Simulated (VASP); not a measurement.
# KFeAs2 (I-4m2) in VASP: a series of runs

Runs on KFeAs2. Level: PBE+U. Tasks: single point.

All numbers are computed with VASP 6.6.1; they aren't measurements. Logs are shortened: lines on timing, memory, paths and dates and some standing lists are left out, and cuts for length are marked.

## 1. The cell of the first run

It takes space group I-4m2 (No. 119, tetragonal). The conventional cell has a = 3.961 Å, b = 3.961 Å, c = 12.766 Å, α = 90.00°, β = 90.00°, γ = 90.00°. As (site symmetry 2mm) has 2 Fe at 2.23 Å within 3.0 Å. Within 3.0 Å of Fe (site symmetry -4m2) lie 4 As at 2.23 Å. K (site symmetry -4m2) has 10 As at 3.54 to 4.22 Å and 4 Fe at 3.76 Å and 4 K at 3.96 Å within 4.6 Å.

## 2. Single point, PBE+U, collinear spin, ferromagnetic start

INCAR

```
SYSTEM = KFeAs2
PREC = Accurate ; ENCUT = 520
EDIFF = 1E-6 ; ISMEAR = -1
SIGMA = 0.05 ; LREAL = .False.
LASPH = .True. ; NELM = 150
ALGO = Normal ; ISIF = 2
LWAVE = .False. ; LCHARG = .False.
ISPIN = 2 ; MAGMOM = 0 0 3 0
LORBIT = 11 ; LMAXMIX = 4
LDAU = .True. ; LDAUTYPE = 2
LDAUL = -1 2 -1 ; LDAUU = 0 2 0
LDAUJ = 0 0 0 ; LDAUPRINT = 1
GGA = PE ; NBANDS = 26
```

KPOINTS

```
regular mesh
0
Gamma
  9 9 9
  0 0 0
```

POSCAR

```
KFeAs2
1.0
   -1.9803680000      1.9803680000      6.3830190000
    1.9803680000     -1.9803680000      6.3830190000
    1.9803680000      1.9803680000     -6.3830190000
As Fe K
2 1 1
Direct
    0.3307380000      0.3307380000      0.0000000000
    0.6692620000      0.6692620000      0.0000000000
    0.2500000000      0.7500000000      0.5000000000
    0.0000000000      0.0000000000      0.0000000000
```

Potentials or basis: VASP PAW PBE potentials, release 64 (As, Fe, K_sv).

Command:

```sh
$ cat potpaw_PBE.64/As/POTCAR potpaw_PBE.64/Fe/POTCAR potpaw_PBE.64/K_sv/POTCAR > POTCAR
$ mpirun -np 1 vasp_std > vasp.out
```

OUTCAR:

```text
SYSTEM = KFeAs2
   PREC = Accurate
   ENCUT = 520
   EDIFF = 1E-6
   ISMEAR = -1
   LREAL = .False.
   LASPH = .True.
   NELM = 150
   ISIF = 2
   ISPIN = 2
   LORBIT = 11
   GGA = PE

 ion  position               nearest neighbor table
   1  0.331  0.331  0.000-   3 2.23   3 2.23
   2  0.669  0.669  0.000-   3 2.23   3 2.23
   3  0.250  0.750  0.500-   1 2.23   2 2.23   1 2.23   2 2.23
   4  0.000  0.000  0.000-

  LATTYP: Found a body centered tetragonal cell.
 ALAT       =     3.9607360000
 C/A-ratio  =     3.2231479200

  Lattice vectors:

 A1 = (  -1.9803680000,   1.9803680000,   6.3830190000)
 A2 = (   1.9803680000,  -1.9803680000,   6.3830190000)
 A3 = (   1.9803680000,   1.9803680000,  -6.3830190000)

Analysis of symmetry for initial positions (statically):
=====================================================================
 Subroutine PRICEL returns:
 Original cell was already a primitive cell.

 Routine SETGRP: Setting up the symmetry group for a
 body centered tetragonal supercell.

 Subroutine GETGRP returns: Found  8 space group operations
 (whereof  8 operations were pure point group operations)
 out of a pool of 16 trial point group operations.

The static configuration has the point symmetry D_2d.

Analysis of symmetry for dynamics (positions and initial velocities):
=====================================================================
 Subroutine PRICEL returns:
 Original cell was already a primitive cell.

 Routine SETGRP: Setting up the symmetry group for a
 body centered tetragonal supercell.

 Subroutine GETGRP returns: Found  8 space group operations
 (whereof  8 operations were pure point group operations)
 out of a pool of 16 trial point group operations.

The dynamic configuration has the point symmetry D_2d.

Analysis of structural, dynamic, and magnetic symmetry:
=====================================================================
 Subroutine PRICEL returns:
 Original cell was already a primitive cell.

 Routine SETGRP: Setting up the symmetry group for a
 body centered tetragonal supercell.

 Subroutine GETGRP returns: Found  8 space group operations
 (whereof  8 operations were pure point group operations)
 out of a pool of 16 trial point group operations.

The overall configuration has the point symmetry D_2d.

 Subroutine INISYM returns: Found  8 space group operations
 (whereof  8 operations are pure point group operations),
 and found     1 'primitive' translations

----------------------------------------------------------------------------------------

                                     Primitive cell

  volume of cell :     100.1332

  direct lattice vectors                    reciprocal lattice vectors
    -1.980368000  1.980368000  6.383019000     0.000000000  0.252478327  0.078332839
     1.980368000 -1.980368000  6.383019000     0.252478327  0.000000000  0.078332839
     1.980368000  1.980368000 -6.383019000     0.252478327  0.252478327  0.000000000

  length of vectors
     6.970412211  6.970412211  6.970412211     0.264350789  0.264350789  0.357058275

  position of ions in fractional coordinates (direct lattice)
     0.330738000  0.330738000  0.000000000
     0.669262000  0.669262000  0.000000000
     0.250000000  0.750000000  0.500000000
     0.000000000  0.000000000  0.000000000

  ion indices of the primitive-cell ions
   primitive index   ion index
                 1           1
                 2           2
                 3           3
                 4           4
[... 76 lines left out ...]
   IBRION =     -1    ionic relax: 0-MD 1-quasi-New 2-CG
   NFREE  =      0    steps in history (QN), initial steepest desc. (CG)
   ISIF   =      2    stress and relaxation
   ISYM   =      2    0-nonsym 1-usesym 2-fastsym
   POTIM  = 0.5000    time-step for ionic-motion
   TEBEG  =    0.0;   TEEND  =   0.0 temperature during run
   PSTRESS=    0.0 pullay stress
   NELECT =      27.0000    total number of electrons
   NUPDOWN=      -1.0000    fix difference up-down
   EMIN   =  10.00;   EMAX   =-10.00  energy-range for DOS
   EFERMI =   0.00;   METHOD = LEGACY
   ISMEAR =    -1;   SIGMA  =   0.05  broadening in eV -4-tet -1-fermi 0-gaus
   EFERMI_NEDOS =   21; number of points for ismear=-14 and -15
   IALGO  =     38    algorithm
   IMIX   =      4    mixing-type and parameters
     AMIX     =   0.40;   BMIX     =  1.00
     AMIX_MAG =   1.60;   BMIX_MAG =  1.00
  volume/ion in A,a.u.               =      25.03       168.93
  Fermi-wavevector in a.u.,A,eV,Ry     =   1.057637  1.998645 15.219433  1.118597
  Thomas-Fermi vector in A             =   2.192917
   LORBIT       =     11    0 simple, 1 ext, 2 COOP (PROOUT), +10 PAW based schemes
 LDA+U is selected, type is set to LDAUTYPE =  2
   angular momentum for each species LDAUL =    -1    2   -1
   U (eV)           for each species LDAUU =   0.0  2.0  0.0
   J (eV)           for each species LDAUJ =   0.0  0.0  0.0
   GGA     = PE    functional components
   LHFCALC =     F    Hartree Fock is set to
   AEXX    =    0.0000 exact exchange contribution
   IVDW    =     0    specifies the selected vdW correction
   LEPSILON=     F    determine dielectric tensor
   LRPA    =     F    only Hartree local field effects (RPA)
 spin polarized calculation
  energy-cutoff  :      520.00
  volume of cell :      100.13
 maximum number of plane-waves:      2735
 NGX is ok and might be reduce to    54
   NGX = 25   NGY = 25   NGZ = 25

atom =   3  type =  2  l = 2

 onsite density matrix

spin component  1

  0.9005 -0.0000  0.0000  0.0000  0.0000
 -0.0000  0.8545  0.0000  0.0000  0.0000
  0.0000  0.0000  0.9053  0.0000  0.0000
  0.0000  0.0000  0.0000  0.8545  0.0000
  0.0000  0.0000  0.0000  0.0000  0.7860

spin component  2

  0.2806  0.0000  0.0000 -0.0000  0.0000
  0.0000  0.5603 -0.0000  0.0000  0.0000
  0.0000 -0.0000  0.1467  0.0000 -0.0000
 -0.0000  0.0000  0.0000  0.5603 -0.0000
  0.0000  0.0000 -0.0000 -0.0000  0.5672

 occupancies and eigenvectors

  o =  0.1467  v =  0.0000  0.0000  0.0000  0.0000  0.0000  0.0000 -0.0000 -1.0000  0.0000 -0.0000      0.0000  0.0000  0.0000  0.0000  0.0000  0.0000  0.0000  0.0000  0.0000  0.0000
  o =  0.2806  v =  0.0000  0.0000  0.0000  0.0000  0.0000  1.0000  0.0000  0.0000  0.0000  0.0000      0.0000  0.0000  0.0000  0.0000  0.0000  0.0000  0.0000  0.0000  0.0000  0.0000
  o =  0.5603  v =  0.0000  0.0000  0.0000  0.0000  0.0000  0.0000  0.3447 -0.0000  0.9387 -0.0000      0.0000  0.0000  0.0000  0.0000  0.0000  0.0000  0.0000  0.0000  0.0000  0.0000
  o =  0.5603  v =  0.0000  0.0000  0.0000  0.0000  0.0000  0.0000 -0.9387  0.0000  0.3447  0.0000      0.0000  0.0000  0.0000  0.0000  0.0000  0.0000  0.0000  0.0000  0.0000  0.0000
  o =  0.5672  v =  0.0000  0.0000  0.0000  0.0000  0.0000  0.0000  0.0000 -0.0000 -0.0000  1.0000      0.0000  0.0000  0.0000  0.0000  0.0000  0.0000  0.0000  0.0000  0.0000  0.0000
  o =  0.7860  v =  0.0000  0.0000 -0.0000  0.0000 -1.0000  0.0000  0.0000  0.0000  0.0000  0.0000      0.0000  0.0000  0.0000  0.0000  0.0000  0.0000  0.0000  0.0000  0.0000  0.0000
  o =  0.8545  v =  0.0000 -0.9960  0.0000  0.0895 -0.0000  0.0000  0.0000  0.0000  0.0000  0.0000      0.0000  0.0000  0.0000  0.0000  0.0000  0.0000  0.0000  0.0000  0.0000  0.0000
  o =  0.8545  v =  0.0000  0.0895 -0.0000  0.9960  0.0000  0.0000  0.0000  0.0000  0.0000  0.0000      0.0000  0.0000  0.0000  0.0000  0.0000  0.0000  0.0000  0.0000  0.0000  0.0000
  o =  0.9005  v =  1.0000  0.0000  0.0000  0.0000  0.0000  0.0000  0.0000  0.0000  0.0000  0.0000      0.0000  0.0000  0.0000  0.0000  0.0000  0.0000  0.0000  0.0000  0.0000  0.0000
  o =  0.9053  v =  0.0000 -0.0000 -1.0000 -0.0000 -0.0000  0.0000  0.0000  0.0000  0.0000  0.0000      0.0000  0.0000  0.0000  0.0000  0.0000  0.0000  0.0000  0.0000  0.0000  0.0000

 number of electron      27.0000000 magnetization       2.1128048

 Free energy of the ion-electron system (eV)
  ---------------------------------------------------
  ext. energy  EPLUGINS =         0.00000000
  ---------------------------------------------------
  free energy    TOTEN  =       -16.95309808 eV

  energy without entropy =      -16.92873141  energy(sigma->0) =      -16.94091474

 E-fermi :   2.5614     XC(G=0):  -8.9491

 val. band max:        2.5606689977   @ k =  -0.2222   0.3333   0.1111
 cond. band min:       2.5643871134   @ k =  -0.3333  -0.4444   0.1111
 fundamental gap:      0.0037181157
 Fermi energy:         2.5614196751

 spin component 1

 k-point     1 :       0.0000    0.0000    0.0000
  band No.  band energies     occupation
      1     -28.0639      1.00000
      2     -11.5758      1.00000
      3     -11.5138      1.00000
      4     -11.5138      1.00000
      5      -9.1736      1.00000
      6      -7.3561      1.00000
[... 1337 lines left out ...]
     24      10.0109      0.00000
     25      11.7483      0.00000

 [... further k-points ...]

 [bands above 25 left out]

------------------------ aborting loop because EDIFF is reached ----------------------------------------

  FORCE on cell =-STRESS in cart. coord.  units (eV):
  Direction    XX          YY          ZZ          XY          YZ          ZX
  --------------------------------------------------------------------------------------
  -------------------------------------------------------------------------------------
  Total        2.7159253      2.7159253      0.7139855      0.0000000      0.0000000      0.0000000
  in kB       43.4560734     43.4560734     11.4241007      0.0000000      0.0000000      0.0000000
  external PRESSURE =      32.7787492 kB  Pullay stress =       0.0000000 kB

 VOLUME and BASIS-vectors are now :
 -----------------------------------------------------------------------------
  energy-cutoff  :      520.00
  volume of cell :      100.13
      direct lattice vectors                 reciprocal lattice vectors
    -1.980368000  1.980368000  6.383019000     0.000000000  0.252478327  0.078332839
     1.980368000 -1.980368000  6.383019000     0.252478327  0.000000000  0.078332839
     1.980368000  1.980368000 -6.383019000     0.252478327  0.252478327  0.000000000

 POSITION                                       TOTAL-FORCE (eV/Angst)
 -----------------------------------------------------------------------------------
      0.00000      0.00000      4.22221        -0.000000     -0.000000      0.415592
      0.00000      0.00000      8.54382         0.000000      0.000000     -0.415592
      1.98037      0.00000      3.19151         0.000000      0.000000      0.000000
      0.00000      0.00000      0.00000         0.000000      0.000000      0.000000
 -----------------------------------------------------------------------------------
    total drift:                               -0.000000      0.000000      0.000000

  FREE ENERGIE OF THE ION-ELECTRON SYSTEM (eV)
  ---------------------------------------------------
  free  energy   TOTEN  =       -16.9530980802 eV

  energy  without entropy=      -16.9287314074  energy(sigma->0) =      -16.94091474

 total charge

# of ion       s       p       d       tot
------------------------------------------
    1        1.253   1.495   0.038   2.786
    2        1.253   1.495   0.038   2.786
    3        0.500   0.560   6.386   7.445
    4        1.961   5.577   0.032   7.570
--------------------------------------------------
tot          4.965   9.128   6.495  20.588

 magnetization (x)

# of ion       s       p       d       tot
------------------------------------------
    1        0.000  -0.094   0.006  -0.088
    2        0.000  -0.094   0.006  -0.088
    3        0.035   0.051   2.185   2.271
    4       -0.000   0.000   0.002   0.002
--------------------------------------------------
tot          0.036  -0.137   2.199   2.098
```

Run time: 17 min. Hardware: 1 thread of AMD EPYC 7R13 (Zen 3), shared host; peak memory 0.69 GiB.

What came out:

```yaml
Free_energy: -16.9531 eV
Pressure: 3.3 GPa
Largest_force: 0.416 eV/Å
Net_moment: 2.11 μB per cell
Site_moments: As -0.09; Fe +2.27; K +0.00 μB
Valence_electrons_inside_the_program's_atomic_spheres: As 2.79; Fe 7.45; K 7.57
```

Forces on the atoms (eV/Å):
```
As   0.000  0.000  0.416
As   0.000  0.000 -0.416
Fe   0.000  0.000  0.000
K    0.000  0.000  0.000
```

Eigenvalues of the final occupation matrices:
```
    site  spin  trace               eigenvalues
site 3 d     1   4.30  0.79 0.85 0.85 0.90 0.91
site 3 d     2   2.12  0.15 0.28 0.56 0.56 0.57
```

Caveat: the cell stands under pressure; a cell with one magnetic atom can't hold antiferromagnetic order, which such compounds often take; the U is typed as a test and isn't derived for this compound. The state reached can hang on the start; a lower one may exist.

## 3. Single point, PBE+U, collinear spin, ferromagnetic start

INCAR

```
ALGO = Normal
EDIFF = 1E-7
ENCUT = 520
GGA = PE
ISIF = 2
ISMEAR = -1
ISPIN = 2
LASPH = True
LCHARG = False
LDAU = True
LDAUJ = 0 0 0
LDAUL = -1 2 -1
LDAUPRINT = 1
LDAUTYPE = 2
LDAUU = 0 4 0
LMAXMIX = 4
LORBIT = 11
LREAL = False
LWAVE = False
MAGMOM = 0 0 3 0
NBANDS = 26
NELM = 150
PREC = Accurate
SIGMA = 0.05
```

KPOINTS

```
k-points
0
Gamma
  9 9 9
```

POSCAR is that of step 2.

Potentials or basis: VASP PAW PBE potentials, release 64 (As, Fe, K_sv).

Command:

```sh
$ cat potpaw_PBE.64/As/POTCAR potpaw_PBE.64/Fe/POTCAR potpaw_PBE.64/K_sv/POTCAR > POTCAR
$ mpirun -np 1 vasp_std > vasp.out
```

Wall time 15 min (1 thread of Intel Xeon Platinum 8559C (Emerald Rapids), shared host); peak memory 0.73 GiB.

The run converged. Its results:

- Free energy: -15.4447 eV
- Pressure: 4.8 GPa
- Largest force: 0.648 eV/Å
- Net moment: 2.36 μB per cell
- Site moments: As -0.14; Fe +2.71; K +0.00 μB
- Valence electrons inside the program's atomic spheres: As 2.79; Fe 7.45; K 7.57

Forces on the atoms (eV/Å):
```
As   0.000  0.000  0.648
As   0.000  0.000 -0.648
Fe   0.000  0.000  0.000
K    0.000  0.000  0.000
```

Stress tensor (GPa, compression positive):
```
6.18 0.00 0.00
0.00 6.18 0.00
0.00 0.00 1.94
```

Levels at points of the mesh, in eV from the Fermi level:
Spin up:
```tsv
k point	band 12	band 13	band 14	band 15	band 16	band 17
(0.00, 0.00, 0.00)	-2.16	-1.15	-1.15	1.69	2.01	2.01
```
Spin down:
| k point | band 10 | band 11 | band 12 | band 13 | band 14 | band 15 |
| --- | --- | --- | --- | --- | --- | --- |
| (0.00, 0.00, 0.00) | -2.74 | -0.84 | -0.84 | 1.12 | 1.79 | 2.88 |

Eigenvalues of the final occupation matrices:
| site | spin | trace | eigenvalues |
| --- | --- | --- | --- |
| site 3 d | 1 | 4.51 | 0.84 0.90 0.90 0.93 0.93 |
| site 3 d | 2 | 1.89 | 0.07 0.17 0.55 0.55 0.56 |

Caveat: the cell stands under pressure; a cell with one magnetic atom can't hold antiferromagnetic order, which such compounds often take; the U is typed as a test and isn't derived for this compound.
